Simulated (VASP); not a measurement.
# Al2Cl (P4mm) in VASP: a series of runs

Runs on Al2Cl. Level: PBE. Tasks: single point, relaxation of cell and atoms.

Everything below comes from runs of VASP 6.6.1. Logs are shortened: lines on timing, memory, paths and dates and some standing lists are left out, and cuts for length are marked.

### 1 The cell of the first run

Symmetry: P4mm, No. 99, tetragonal system. Conventional cell: a = 3.789 Å, b = 3.789 Å, c = 4.767 Å, α = 90.00°, β = 90.00°, γ = 90.00°. Within 2.5 Å of Al (site symmetry 2mm) lie 2 Cl at 1.90 Å. Within 2.5 Å of Cl (site symmetry 4mm) lie 4 Al at 1.90 Å.

### 2 Single point, PBE

INCAR

```
PREC     = Accurate       # precision mode
ENCUT    = 520            # plane-wave cutoff, eV
EDIFF    = 1E-6           # SCF threshold, eV
ISMEAR   = 0              # smearing method
SIGMA    = 0.1            # smearing width, eV
LREAL    = F              # projectors in reciprocal space
LASPH    = T              # aspherical terms in the spheres
NELM     = 60             # most SCF steps
ALGO     = Normal         # electronic algorithm
ISIF     = 2              # what is computed and relaxed
LWAVE    = F              # write WAVECAR
LCHARG   = F              # write CHGCAR
GGA      = PE             # functional
NBANDS   = 14             # bands
```

KPOINTS

```
regular mesh
0
Gamma
  4 4 4
```

POSCAR

```
Al2Cl
1.0
    3.7891741700      0.0000000000      0.0000000000
    0.0000000000      3.7891741700      0.0000000000
    0.0000000000      0.0000000000      4.7668408700
Al Cl
2 1
Direct
    0.5000000000      0.0000000000      0.3480306200
    0.0000000000      0.5000000000      0.3480306200
    0.0000000000      0.0000000000      0.3848475800
```

Potentials or basis: VASP PAW PBE potentials, release 64 (Al, Cl).

Command:

```console
> cat potpaw_PBE.64/Al/POTCAR potpaw_PBE.64/Cl/POTCAR > POTCAR
> mpirun -np 1 vasp_std > vasp.out
```

OUTCAR:

```text
PREC = Accurate
   ENCUT = 520
   EDIFF = 1E-6
   ISMEAR = 0
   LREAL = F
   LASPH = T
   NELM = 60
   ISIF = 2
   GGA = PE

 ion  position               nearest neighbor table
   1  0.500  0.000  0.348-   3 1.90   3 1.90   2 2.68   2 2.68   2 2.68   2 2.68
   2  0.000  0.500  0.348-   3 1.90   3 1.90   1 2.68   1 2.68   1 2.68   1 2.68
   3  0.000  0.000  0.385-   1 1.90   2 1.90   2 1.90   1 1.90

  LATTYP: Found a simple tetragonal cell.
 ALAT       =     3.7891741700
 C/A-ratio  =     1.2580157723

  Lattice vectors:

 A1 = (   3.7891741700,   0.0000000000,   0.0000000000)
 A2 = (   0.0000000000,   3.7891741700,   0.0000000000)
 A3 = (   0.0000000000,   0.0000000000,   4.7668408700)

Analysis of symmetry for initial positions (statically):
=====================================================================
 Subroutine PRICEL returns:
 Original cell was already a primitive cell.

 Routine SETGRP: Setting up the symmetry group for a
 simple tetragonal supercell.

 Subroutine GETGRP returns: Found  8 space group operations
 (whereof  8 operations were pure point group operations)
 out of a pool of 16 trial point group operations.

The static configuration has the point symmetry C_4v.

Analysis of symmetry for dynamics (positions and initial velocities):
=====================================================================
 Subroutine PRICEL returns:
 Original cell was already a primitive cell.

 Routine SETGRP: Setting up the symmetry group for a
 simple tetragonal supercell.

 Subroutine GETGRP returns: Found  8 space group operations
 (whereof  8 operations were pure point group operations)
 out of a pool of 16 trial point group operations.

The dynamic configuration has the point symmetry C_4v.

 Subroutine INISYM returns: Found  8 space group operations
 (whereof  8 operations are pure point group operations),
 and found     1 'primitive' translations

----------------------------------------------------------------------------------------

                                     Primitive cell

  volume of cell :      68.4415

  direct lattice vectors                    reciprocal lattice vectors
     3.789174170  0.000000000  0.000000000     0.263909748  0.000000000  0.000000000
     0.000000000  3.789174170  0.000000000     0.000000000  0.263909748  0.000000000
     0.000000000  0.000000000  4.766840870     0.000000000  0.000000000  0.209782543

[... 87 lines left out ...]
   TEBEG  =    0.0;   TEEND  =   0.0 temperature during run
   PSTRESS=    0.0 pullay stress
   NELECT =      13.0000    total number of electrons
   NUPDOWN=      -1.0000    fix difference up-down
   EMIN   =  10.00;   EMAX   =-10.00  energy-range for DOS
   EFERMI =   0.00;   METHOD = LEGACY
   ISMEAR =     0;   SIGMA  =   0.10  broadening in eV -4-tet -1-fermi 0-gaus
   EFERMI_NEDOS =   21; number of points for ismear=-14 and -15
   IALGO  =     38    algorithm
   IMIX   =      4    mixing-type and parameters
     AMIX     =   0.40;   BMIX     =  1.00
     AMIX_MAG =   1.60;   BMIX_MAG =  1.00
  volume/ion in A,a.u.               =      22.81       153.96
  Fermi-wavevector in a.u.,A,eV,Ry     =   0.941057  1.778340 12.049165  0.885589
  Thomas-Fermi vector in A             =   2.068530
   LORBIT       =      0    0 simple, 1 ext, 2 COOP (PROOUT), +10 PAW based schemes
   GGA     = PE    functional components
   LHFCALC =     F    Hartree Fock is set to
   AEXX    =    0.0000 exact exchange contribution
   IVDW    =     0    specifies the selected vdW correction
   LEPSILON=     F    determine dielectric tensor
   LRPA    =     F    only Hartree local field effects (RPA)
 non-spin polarized calculation
 Gauss-broadening in eV      SIGMA  =   0.10
  energy-cutoff  :      520.00
  volume of cell :       68.44
 maximum number of plane-waves:      1868
   NGX = 15   NGY = 15   NGZ = 17

 number of electron      13.0000002 magnetization

 Free energy of the ion-electron system (eV)
  ---------------------------------------------------
  ext. energy  EPLUGINS =         0.00000000
  ---------------------------------------------------
  free energy    TOTEN  =         1.32451434 eV

  energy without entropy =        1.35268194  energy(sigma->0) =        1.33859814

 E-fermi :   4.9078     XC(G=0):  -8.3370

 val. band max:        4.8954423003   @ k =   0.2500   0.2500   0.5000
 cond. band min:       4.9090510050   @ k =   0.5000   0.2500   0.0000
 fundamental gap:      0.0136087047
 Fermi energy:         4.9078337918

 k-point     1 :       0.0000    0.0000    0.0000
  band No.  band energies     occupation
      1     -17.5608      2.00000
      2      -6.2315      2.00000
      3      -6.2315      2.00000
      4      -4.2832      2.00000
      5       0.1034      2.00000
      6       4.1270      2.00000
      7       5.7316      0.00000
      8       7.5468      0.00000
      9       7.5630      0.00000
     10       8.8230      0.00000
     11       8.8230      0.00000
     12      10.0648      0.00000
     13      10.0648      0.00000
     14      10.9198      0.00000
[... 275 lines left out ...]
      1     -16.9934      2.00000
      2      -7.4706      2.00000
      3      -7.4706      2.00000
      4      -3.9216      2.00000
      5       0.5915      2.00000
      6       4.5637      2.00000
      7       4.5637      2.00000
      8       7.7693      0.00000
      9       7.8358      0.00000
     10       7.8358      0.00000
     11       9.8068      0.00000
     12      11.8106      0.00000
     13      12.1823      0.00000
     14      13.4673      0.00000

------------------------ aborting loop because EDIFF is reached ----------------------------------------

  FORCE on cell =-STRESS in cart. coord.  units (eV):
  Direction    XX          YY          ZZ          XY          YZ          ZX
  --------------------------------------------------------------------------------------
  -------------------------------------------------------------------------------------
  Total       32.7481451     32.7481451     -1.2446482      0.0000000     -0.0000000      0.0000000
  in kB      766.6153272    766.6153272    -29.1365011      0.0000000     -0.0000000      0.0000000
  external PRESSURE =     501.3647178 kB  Pullay stress =       0.0000000 kB

 VOLUME and BASIS-vectors are now :
 -----------------------------------------------------------------------------
  energy-cutoff  :      520.00
  volume of cell :       68.44
      direct lattice vectors                 reciprocal lattice vectors
     3.789174170  0.000000000  0.000000000     0.263909748  0.000000000  0.000000000
     0.000000000  3.789174170  0.000000000     0.000000000  0.263909748  0.000000000
     0.000000000  0.000000000  4.766840870     0.000000000  0.000000000  0.209782543

 POSITION                                       TOTAL-FORCE (eV/Angst)
 -----------------------------------------------------------------------------------
      1.89459      0.00000      1.65901        -0.000000      0.000000     -1.669801
      0.00000      1.89459      1.65901         0.000000     -0.000000     -1.669801
      0.00000      0.00000      1.83451        -0.000000      0.000000      3.339602
 -----------------------------------------------------------------------------------
    total drift:                               -0.000000     -0.000000     -0.000020

  FREE ENERGIE OF THE ION-ELECTRON SYSTEM (eV)
  ---------------------------------------------------
  free  energy   TOTEN  =         1.3245143396 eV

  energy  without entropy=        1.3526819390  energy(sigma->0) =        1.33859814
```

stdout:

```text
POSCAR found type information on POSCAR AlCl
 POSCAR found :  2 types and       3 ions
 scaLAPACK will be used
 LDA part: xc-table for (Slater+PW92), standard interpolation
 POSCAR, INCAR and KPOINTS ok, starting setup
 FFT: planning ... GRIDC
 FFT: planning ... GRID_SOFT
 FFT: planning ... GRID
 WAVECAR not read
 entering main loop
```

Wall time 5.7 s (1 thread of Intel Xeon 6975P-C (Granite Rapids), shared host); peak memory 0.16 GiB.

What came out:

* Free energy: 1.3245 eV
* Pressure: 50.1 GPa
* Largest force: 3.340 eV/Å

Forces in eV/Å, atoms in the order of the input:
```
Al   0.000  0.000 -1.670
Al   0.000  0.000 -1.670
Cl   0.000  0.000  3.340
```

Levels at points of the mesh, in eV from the Fermi level:
```csv
k point,band 3,band 4,band 5,band 6,band 7,band 8,band 9,band 10
"(0.00, 0.00, 0.00)",-11.14,-9.19,-4.80,-0.78,0.82,2.64,2.66,3.92
"(0.50, 0.00, 0.00)",-11.01,-8.92,-1.74,-1.68,-0.19,-0.18,2.63,3.77
"(0.50, 0.50, 0.00)",-12.40,-8.71,-4.44,0.59,0.59,1.95,1.95,4.20
"(0.00, 0.00, 0.50)",-11.13,-9.43,-4.38,-0.61,-0.03,2.67,3.47,3.47
"(0.50, 0.00, 0.50)",-11.00,-9.09,-1.80,-1.29,-0.87,-0.14,2.35,4.48
"(0.50, 0.50, 0.50)",-12.38,-8.83,-4.32,-0.34,-0.34,2.86,2.93,2.93
```

Caveat: the k points lie up to 0.41 Å⁻¹ apart; an odd number of electrons without spin polarisation forces a metal; a magnetic or distorted state may lie lower.

(Continued in part 2 of 2.)
